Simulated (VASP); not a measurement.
# SiB5C (P6/mmm) in VASP: notebook

The runs below take SiB5C through single point, with PBE.

All numbers are computed with VASP 6.6.1; they aren't measurements. Logs are shortened: lines on timing, memory, paths and dates and some standing lists are left out, and cuts for length are marked.

**1. The cell of the first run**

It takes space group P6/mmm (No. 191, hexagonal). The conventional cell has a = 3.730 Å, b = 3.730 Å, c = 6.622 Å, α = 90.00°, β = 90.00°, γ = 120.00°. Within 2.4 Å of Si (site symmetry 6/mmm) lie 2 B at 1.83 Å. Within 2.5 Å of B (site symmetry mmm) lie 8 B at 1.87 to 2.38 Å and 2 C at 1.87 Å. B (site symmetry 6mm) has 1 C at 1.48 Å and 1 Si at 1.83 Å within 2.0 Å. C (site symmetry 6/mmm) has 8 B at 1.48 to 1.87 Å within 2.0 Å.

The cell was built from a structure type or drawn by symmetry, and may not be a known phase.

**2. Single point, PBE**

INCAR

```
PREC = Accurate
ENCUT = 600
EDIFF = 1E-6
ISMEAR = 0
SIGMA = 0.2
LREAL = F
LASPH = T
NELM = 120
ALGO = Normal
ISIF = 2
LWAVE = F
LCHARG = F
GGA = PE
NBANDS = 20
GGA_COMPAT = F
```

KPOINTS

```
regular mesh
0
Gamma
  5 5 3
```

POSCAR

```
SiB5C
1.0
    3.7300028959      0.0000000000      0.0000000000
   -1.8650014479      3.2302772640      0.0000000000
    0.0000000000      0.0000000000      6.6223218852
Si B C
1 5 1
Direct
    0.0000000000      0.0000000000      0.0000000000
    0.5000000000      0.0000000000      0.5000000000
    0.0000000000      0.5000000000      0.5000000000
    0.5000000000      0.5000000000      0.5000000000
    0.0000000000      0.0000000000      0.2770440298
    0.0000000000      0.0000000000      0.7229559702
    0.0000000000      0.0000000000      0.5000000000
```

Potentials or basis: VASP PAW PBE potentials, release 64 (Si, B, C).

Run with:

```
> cat potpaw_PBE.64/Si/POTCAR potpaw_PBE.64/B/POTCAR potpaw_PBE.64/C/POTCAR > POTCAR
> mpirun -np 1 vasp_std > vasp.out
```

OUTCAR:

```text
PREC = Accurate
   ENCUT = 600
   EDIFF = 1E-6
   ISMEAR = 0
   LREAL = F
   LASPH = T
   NELM = 120
   ISIF = 2
   GGA = PE

 ion  position               nearest neighbor table
   1  0.000  0.000  0.000-   5 1.83   6 1.83
   2  0.500  0.000  0.500-   4 1.87   4 1.87   3 1.87   3 1.87   7 1.87   7 1.87
   3  0.000  0.500  0.500-   7 1.87   7 1.87   2 1.87   2 1.87   4 1.87   4 1.87
   4  0.500  0.500  0.500-   2 1.87   2 1.87   7 1.87   7 1.87   3 1.87   3 1.87
   5  0.000  0.000  0.277-   7 1.48   1 1.83
   6  0.000  0.000  0.723-   7 1.48   1 1.83
   7  0.000  0.000  0.500-   5 1.48   6 1.48   3 1.87   3 1.87   4 1.87   4 1.87   2 1.87   2 1.87

  LATTYP: Found a hexagonal cell.
 ALAT       =     3.7300028959
 C/A-ratio  =     1.7754200385

  Lattice vectors:

 A1 = (   3.7300028959,   0.0000000000,   0.0000000000)
 A2 = (  -1.8650014479,   3.2302772640,   0.0000000000)
 A3 = (   0.0000000000,   0.0000000000,   6.6223218852)

Analysis of symmetry for initial positions (statically):
=====================================================================
 Subroutine PRICEL returns:
 Original cell was already a primitive cell.

 Routine SETGRP: Setting up the symmetry group for a
 hexagonal supercell.

 Subroutine GETGRP returns: Found 24 space group operations
 (whereof 24 operations were pure point group operations)
 out of a pool of 24 trial point group operations.

The static configuration has the point symmetry D_6h.

Analysis of symmetry for dynamics (positions and initial velocities):
=====================================================================
 Subroutine PRICEL returns:
 Original cell was already a primitive cell.

 Routine SETGRP: Setting up the symmetry group for a
 hexagonal supercell.

 Subroutine GETGRP returns: Found 24 space group operations
 (whereof 24 operations were pure point group operations)
 out of a pool of 24 trial point group operations.

The dynamic configuration has the point symmetry D_6h.

 Subroutine INISYM returns: Found 24 space group operations
 (whereof 24 operations are pure point group operations),
 and found     1 'primitive' translations

----------------------------------------------------------------------------------------

                                     Primitive cell

  volume of cell :      79.7920

  direct lattice vectors                    reciprocal lattice vectors
     3.730002896  0.000000000  0.000000000     0.268096307  0.154785475  0.000000000
    -1.865001448  3.230277264  0.000000000     0.000000000  0.309570950  0.000000000
     0.000000000  0.000000000  6.622321885     0.000000000  0.000000000  0.151004439

  length of vectors
     3.730002896  3.730002896  6.622321885     0.309570950  0.309570950  0.151004439

  position of ions in fractional coordinates (direct lattice)
     0.000000000  0.000000000  0.000000000
     0.500000000  0.000000000  0.500000000
     0.000000000  0.500000000  0.500000000
     0.500000000  0.500000000  0.500000000
     0.000000000  0.000000000  0.277044030
     0.000000000  0.000000000  0.722955970
     0.000000000  0.000000000  0.500000000

  ion indices of the primitive-cell ions
   primitive index   ion index
                 1           1
                 2           2
                 3           3
                 4           4
                 5           5
                 6           6
                 7           7

----------------------------------------------------------------------------------------

 KPOINTS: regular mesh

Automatic generation of k-mesh.
 Grid dimensions read from file:
 generate k-points for:    5    5    3

 Generating k-lattice:

  Cartesian coordinates                     Fractional coordinates (reciprocal lattice)
     0.053619261  0.030957095  0.000000000     0.200000000  0.000000000  0.000000000
     0.000000000  0.061914190  0.000000000     0.000000000  0.200000000  0.000000000
     0.000000000  0.000000000  0.050334813     0.000000000  0.000000000  0.333333333

  Length of vectors
     0.061914190  0.061914190  0.050334813

  Shift w.r.t. Gamma in fractional coordinates (k-lattice)
     0.000000000  0.000000000  0.000000000

 Subroutine IBZKPT returns following result:
 ===========================================

 Found     10 irreducible k-points:

 Following reciprocal coordinates:
            Coordinates               Weight
  0.000000  0.000000  0.000000      1.000000
  0.200000  0.000000  0.000000      6.000000
  0.400000  0.000000  0.000000      6.000000
  0.200000  0.200000  0.000000      6.000000
  0.400000  0.200000  0.000000      6.000000
  0.000000  0.000000  0.333333      2.000000
  0.200000  0.000000  0.333333     12.000000
  0.400000  0.000000  0.333333     12.000000
  0.200000  0.200000  0.333333     12.000000
  0.400000  0.200000  0.333333     12.000000
   k-points           NKPTS =     10   k-points in BZ     NKDIM =     10   number of bands    NBANDS=     20
   number of dos      NEDOS =    301   number of ions     NIONS =      7
   total plane-waves  NPLWV =  48600
   dimension x,y,z NGX =    30 NGY =   30 NGZ =   54
   dimension x,y,z NGXF=    60 NGYF=   60 NGZF=  108
   ions per type =               1   5   1
   NGX,Y,Z   is equivalent  to a cutoff of  13.37, 13.37, 13.56 a.u.
   NGXF,Y,Z  is equivalent  to a cutoff of  26.74, 26.74, 27.11 a.u.
 SYSTEM =  unknown system
   PREC   = accura    normal or accurate (medium, high low for compatibility)
   ISTART =      0    job   : 0-new  1-cont  2-samecut
   ICHARG =      2    charge: 1-file 2-atom 10-const
   ISPIN  =      1    spin polarized calculation?
   LNONCOLLINEAR =      F non collinear calculations
   LSORBIT =      F    spin-orbit coupling
   LASPH  =      T    aspherical Exc in radial PAW
   ENCUT  =  600.0 eV  44.10 Ry    6.64 a.u.   7.45  7.45 13.23*2*pi/ulx,y,z
   NELM   =    120;   NELMIN=  2; NELMDL= -5     # of ELM steps
   EDIFF  = 0.1E-05   stopping-criterion for ELM
   LREAL  =      F    real-space projection
   EDIFFG = 0.1E-04   stopping-criterion for IOM
   NSW    =      0    number of steps for IOM
   IBRION =     -1    ionic relax: 0-MD 1-quasi-New 2-CG
   NFREE  =      0    steps in history (QN), initial steepest desc. (CG)
   ISIF   =      2    stress and relaxation
   ISYM   =      2    0-nonsym 1-usesym 2-fastsym
   POTIM  = 0.5000    time-step for ionic-motion
   TEBEG  =    0.0;   TEEND  =   0.0 temperature during run
   PSTRESS=    0.0 pullay stress
   NELECT =      23.0000    total number of electrons
   NUPDOWN=      -1.0000    fix difference up-down
   EMIN   =  10.00;   EMAX   =-10.00  energy-range for DOS
   EFERMI =   0.00;   METHOD = LEGACY
   ISMEAR =     0;   SIGMA  =   0.20  broadening in eV -4-tet -1-fermi 0-gaus
   EFERMI_NEDOS =   21; number of points for ismear=-14 and -15
   IALGO  =     38    algorithm
   IMIX   =      4    mixing-type and parameters
     AMIX     =   0.40;   BMIX     =  1.00
     AMIX_MAG =   1.60;   BMIX_MAG =  1.00
  volume/ion in A,a.u.               =      11.40        76.92
  Fermi-wavevector in a.u.,A,eV,Ry     =   1.081428  2.043603 15.911836  1.169487
  Thomas-Fermi vector in A             =   2.217444
   LORBIT       =      0    0 simple, 1 ext, 2 COOP (PROOUT), +10 PAW based schemes
   GGA     = PE    functional components
   LHFCALC =     F    Hartree Fock is set to
   AEXX    =    0.0000 exact exchange contribution
   IVDW    =     0    specifies the selected vdW correction
   LEPSILON=     F    determine dielectric tensor
   LRPA    =     F    only Hartree local field effects (RPA)
 non-spin polarized calculation
 Gauss-broadening in eV      SIGMA  =   0.20
  energy-cutoff  :      600.00
  volume of cell :       79.79
 maximum number of plane-waves:      2684
 NGX is ok and might be reduce to    30
   NGX = 15   NGY = 15   NGZ = 27

 number of electron      23.0000000 magnetization

 Free energy of the ion-electron system (eV)
  ---------------------------------------------------
  ext. energy  EPLUGINS =         0.00000000
  ---------------------------------------------------
  free energy    TOTEN  =       -36.22449694 eV

  energy without entropy =      -36.19010077  energy(sigma->0) =      -36.20729885

 E-fermi :   4.8449     XC(G=0):  -9.9587

 val. band max:        4.6580841342   @ k =   0.2000   0.0000   0.3333
 cond. band min:       4.8627913918   @ k =   0.4000   0.2000   0.3333
 fundamental gap:      0.2047072576
 Fermi energy:         4.8449437912

 k-point     1 :       0.0000    0.0000    0.0000
  band No.  band energies     occupation
      1     -13.7824      2.00000
      2      -6.6914      2.00000
      3      -5.0737      2.00000
      4      -4.8867      2.00000
      5      -4.8867      2.00000
      6      -2.6771      2.00000
[... 12 lines left out ...]
     19       9.1110      0.00000
     20      11.9550      0.00000

 k-point     2 :       0.2000    0.0000    0.0000
  band No.  band energies     occupation
      1     -13.4758      2.00000
      2      -6.6159      2.00000
      3      -6.3712      2.00000
      4      -4.9839      2.00000
      5      -4.7733      2.00000
      6      -3.3089      2.00000
[... 12 lines left out ...]
     19      10.0983      0.00000
     20      10.8810      0.00000

 k-point     3 :       0.4000    0.0000    0.0000
  band No.  band energies     occupation
      1     -12.7907      2.00000
      2      -8.5582      2.00000
      3      -5.7012      2.00000
      4      -5.1303      2.00000
      5      -4.2186      2.00000
      6      -3.9645      2.00000
[... 12 lines left out ...]
     19       9.6667      0.00000
     20      10.9261      0.00000

 k-point     4 :       0.2000    0.2000    0.0000
  band No.  band energies     occupation
      1     -12.9592      2.00000
      2      -7.8333      2.00000
      3      -6.3528      2.00000
      4      -5.8583      2.00000
      5      -4.3231      2.00000
      6      -2.3079      2.00000
[... 12 lines left out ...]
     19       9.7766      0.00000
     20      10.3920      0.00000

 k-point     5 :       0.4000    0.2000    0.0000
  band No.  band energies     occupation
      1     -12.5164      2.00000
      2      -8.5837      2.00000
      3      -7.0694      2.00000
      4      -5.4567      2.00000
      5      -3.9868      2.00000
      6      -1.5879      2.00000
[... 12 lines left out ...]
     19      10.1563      0.00000
     20      10.3273      0.00000

 k-point     6 :       0.0000    0.0000    0.3333
  band No.  band energies     occupation
      1     -13.7792      2.00000
      2      -6.9506      2.00000
      3      -4.8848      2.00000
      4      -4.8848      2.00000
      5      -4.4248      2.00000
      6      -2.6770      2.00000
[... 12 lines left out ...]
     19       9.3375      0.00000
     20      10.4625      0.00000

 k-point     7 :       0.2000    0.0000    0.3333
  band No.  band energies     occupation
      1     -13.4728      2.00000
      2      -6.6292      2.00000
      3      -6.6040      2.00000
      4      -4.9815      2.00000
      5      -4.1588      2.00000
      6      -3.3100      2.00000
[... 12 lines left out ...]
     19       9.9113      0.00000
     20      10.1658      0.00000

 k-point     8 :       0.4000    0.0000    0.3333
  band No.  band energies     occupation
      1     -12.7884      2.00000
      2      -8.5554      2.00000
      3      -5.9262      2.00000
      4      -5.1274      2.00000
      5      -3.9969      2.00000
      6      -3.6421      2.00000
[... 12 lines left out ...]
     19       9.9390      0.00000
     20      10.7722      0.00000

 k-point     9 :       0.2000    0.2000    0.3333
  band No.  band energies     occupation
      1     -12.9567      2.00000
      2      -7.8304      2.00000
      3      -6.3504      2.00000
      4      -6.0903      2.00000
      5      -3.7601      2.00000
      6      -2.3067      2.00000
[... 12 lines left out ...]
     19       9.0501      0.00000
     20       9.8774      0.00000

 k-point    10 :       0.4000    0.2000    0.3333
  band No.  band energies     occupation
      1     -12.5143      2.00000
      2      -8.5809      2.00000
      3      -7.0669      2.00000
      4      -5.6693      2.00000
      5      -3.4706      2.00000
      6      -1.5879      2.00000
[... 12 lines left out ...]
     19      10.5568      0.00000
     20      10.9964      0.00000

------------------------ aborting loop because EDIFF is reached ----------------------------------------

  FORCE on cell =-STRESS in cart. coord.  units (eV):
  Direction    XX          YY          ZZ          XY          YZ          ZX
  --------------------------------------------------------------------------------------
  -------------------------------------------------------------------------------------
  Total        0.0060164      0.0060164     -0.1175648      0.0000000      0.0000000      0.0000000
  in kB        0.1208059      0.1208059     -2.3606345      0.0000000      0.0000000      0.0000000
  external PRESSURE =      -0.7063409 kB  Pullay stress =       0.0000000 kB

 VOLUME and BASIS-vectors are now :
 -----------------------------------------------------------------------------
  energy-cutoff  :      600.00
  volume of cell :       79.79
      direct lattice vectors                 reciprocal lattice vectors
     3.730002896  0.000000000  0.000000000     0.268096307  0.154785475  0.000000000
    -1.865001448  3.230277264  0.000000000     0.000000000  0.309570950  0.000000000
     0.000000000  0.000000000  6.622321885     0.000000000  0.000000000  0.151004439

 POSITION                                       TOTAL-FORCE (eV/Angst)
 -----------------------------------------------------------------------------------
      0.00000      0.00000      0.00000         0.000000      0.000000     -0.000000
      1.86500      0.00000      3.31116         0.000000      0.000000     -0.000000
     -0.93250      1.61514      3.31116         0.000000      0.000000     -0.000000
      0.93250      1.61514      3.31116         0.000000      0.000000     -0.000000
      0.00000      0.00000      1.83467        -0.000000     -0.000000      0.057220
      0.00000      0.00000      4.78765        -0.000000      0.000000     -0.057220
      0.00000      0.00000      3.31116         0.000000      0.000000     -0.000000
 -----------------------------------------------------------------------------------
    total drift:                               -0.000000     -0.000000      0.000000

  FREE ENERGIE OF THE ION-ELECTRON SYSTEM (eV)
  ---------------------------------------------------
  free  energy   TOTEN  =       -36.2244969400 eV

  energy  without entropy=      -36.1901007690  energy(sigma->0) =      -36.20729885
```

Wall time 46 s (1 thread of Intel Xeon 8259CL, shared host); peak memory 0.21 GiB.

What came out:

```yaml
Free_energy: -36.2245 eV
Pressure: -0.1 GPa
Largest_force: 0.057 eV/Å
Band_gap_on_the_k_mesh: zero (an odd number of electrons rules out a gap without spin polarisation)
```

Forces in eV/Å, atoms in the order of the input:
```
Si   0.000  0.000  0.000
B    0.000  0.000  0.000
B    0.000  0.000  0.000
B    0.000  0.000  0.000
B    0.000  0.000  0.057
B    0.000  0.000 -0.057
C    0.000  0.000  0.000
```

Caveat: the k points lie up to 0.39 Å⁻¹ apart, too coarse for converged energies and pressures of a metal.

**3. Single point, PBE**

This run uses another cell than the first one, of 13.62 Å³/atom.

INCAR is that of step 2.

KPOINTS

```
Automatic mesh
0
Gamma
  6 6 3
```

POSCAR

```
SiB5C
1.0
    4.0212092133      0.0000000035      0.0000000000
   -2.0106046097      3.4824693309      0.0000000000
    0.0000000000      0.0000000000      6.8081880718
Si B C
1 5 1
Direct
    0.0000000000      0.0000000000      0.5000000000
    0.0000000000      0.0000000000      0.2039139285
    0.0000000000      0.0000000000      0.7960860715
    0.5000000000      0.0000000000      0.5000000000
    0.0000000000      0.5000000000      0.5000000000
    0.5000000000      0.5000000000      0.5000000000
    0.0000000000      0.0000000000      0.0000000000
```

Potentials or basis: VASP PAW PBE potentials, release 64 (Si, B, C).

Run with:

```
> cat potpaw_PBE.64/Si/POTCAR potpaw_PBE.64/B/POTCAR potpaw_PBE.64/C/POTCAR > POTCAR
> mpirun -np 1 vasp_std > vasp.out
```

It took 54 s on 1 thread of Intel Xeon 8259CL, shared host; peak memory 0.23 GiB.

Results (log left out):

* Free energy: -37.7675 eV
* Pressure: -0.1 GPa
* Largest force: 0.026 eV/Å
* Band gap on the k mesh: zero (an odd number of electrons rules out a gap without spin polarisation)

Forces on the atoms (eV/Å):
```
Si   0.000  0.000  0.000
B    0.000  0.000  0.026
B    0.000  0.000 -0.026
B    0.000  0.000  0.000
B    0.000  0.000  0.000
B    0.000  0.000  0.000
C    0.000  0.000  0.000
```

Stress tensor (GPa, compression positive):
```
 0.08  0.00  0.00
 0.00  0.08  0.00
 0.00  0.00 -0.47
```

Levels at points of the mesh, in eV from the Fermi level:
```
           k point  band 7  band 8  band 9  band 10  band 11  band 12  band 13  band 14  band 15  band 16
(0.00, 0.00, 0.00)   -4.86   -3.03   -1.55    -1.55    -0.26    -0.26     1.44     2.29     2.67     2.67
(0.50, 0.00, 0.00)   -4.06   -2.76   -1.63    -0.56    -0.51     1.09     1.23     2.09     3.56     4.30
```
